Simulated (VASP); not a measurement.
Input of a VASP 6.6.1 run:

Contents of INCAR:

```
SYSTEM = AlRu
ALGO = Normal
EDIFF = 1E-6
ENCUT = 520
GGA = PE
ISIF = 2
ISMEAR = 1
LASPH = .TRUE.
LCHARG = .FALSE.
LREAL = .FALSE.
LWAVE = .FALSE.
NBANDS = 16
NELM = 60
PREC = Accurate
SIGMA = 0.15
```

Contents of KPOINTS:

```
k-points
0
G
  12 12 12
  0 0 0
```

The input POSCAR:

```
AlRu
1.0
    2.9916000000      0.0000000000      0.0000000000
    0.0000000000      2.9916000000      0.0000000000
    0.0000000000      0.0000000000      3.0215160000
Al Ru
1 1
Direct
    0.0000000000      0.0000000000      0.0000000000
    0.5000000000      0.5000000000      0.5000000000
```

Potentials or basis: VASP PAW PBE potentials, release 64 (Al, Ru_pv).

The run is started by

```console
$ cat potpaw_PBE.64/Al/POTCAR potpaw_PBE.64/Ru_pv/POTCAR > POTCAR
$ mpirun -np 1 vasp_std > vasp.out
```

**Question.** Estimate the band gap on the k mesh.

**Answer.** Zero (an odd number of electrons rules out a gap without spin polarisation).

**Question.** Estimate the pressure.

**Answer.** 0.3 GPa.

Stress tensor (GPa, compression positive):
```
 0.89  0.00  0.00
 0.00  0.89  0.00
 0.00  0.00 -0.87
```
